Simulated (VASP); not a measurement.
**WC: single point with PBEsol**

Crystal: WC.

```
W C
1.0
     2.90050    0.00000    0.00000
    -1.45025    2.51191    0.00000
     0.00000    0.00000    2.82900
W C
1 1
Direct
  0.04479 0.08957 0.92047
  0.66667 0.33333 0.50000
```

This cell differs from its parent crystal: atom 1 (W) moved by (+0.225, -0.225) A along y and z.

```yaml
Program: VASP 6.6.1
Task: single point
Functional: PBEsol
Potentials_or_basis: VASP PAW PBE potentials, release 64 (W_sv, C)
Cutoff: 520 eV
k_mesh: 18 × 18 × 16
Occupations: gaussian, width 0.15 eV
Spin: no spin polarisation
Dipole_correction: no
Further_INCAR_settings: ALGO = Normal; EDIFF = 1e-06; NBANDS = 16
```

```
Pressure               : 19.5 GPa
Largest force          : 5.113 eV/Å
Band gap on the k mesh : zero (bands 9 and 10 overlap by 1.35 eV)
```

Forces in eV/Å, atoms in the order of the input:
```
W    0.000 -3.270  3.931
C    0.000  3.270 -3.931
```

Stress tensor (GPa, compression positive):
```
 31.45   0.00   0.00
  0.00   1.83 -14.03
  0.00 -14.03  25.29
```

Levels at points of the mesh, in eV from the Fermi level:
| k point | band 7 | band 8 | band 9 | band 10 | band 11 | band 12 |
| --- | --- | --- | --- | --- | --- | --- |
| (0.00, 0.00, 0.00) | -4.02 | -3.57 | 0.67 | 2.02 | 3.33 | 4.73 |
| (0.50, 0.00, 0.00) | -4.61 | -3.92 | -0.32 | 2.69 | 3.86 | 4.75 |
| (0.00, 0.50, 0.00) | -4.45 | -2.39 | -1.65 | 2.64 | 4.41 | 4.66 |
| (0.00, 0.00, 0.50) | -3.95 | -2.14 | -0.67 | -0.09 | 2.65 | 4.16 |
| (0.50, 0.00, 0.50) | -4.33 | -3.71 | -0.39 | 4.00 | 5.14 | 5.33 |
| (0.00, 0.50, 0.50) | -5.33 | -4.97 | 0.99 | 4.12 | 5.08 | 6.21 |

It took 2.1 min on 1 thread of Intel(R) Xeon(R) 6975P-C (Granite Rapids) (shared host), peak memory 0.52 GiB.

Caveat: the cell differs from its parent crystal (atom 1 (W) moved by (+0.225, -0.225) A along y and z); the stress differs along the axes, from 2 to 31 GPa; the PAW data sets were made with another functional, which shifts forces and pressure a little; spin-orbit coupling is left out, which moves the levels of the heavy elements.
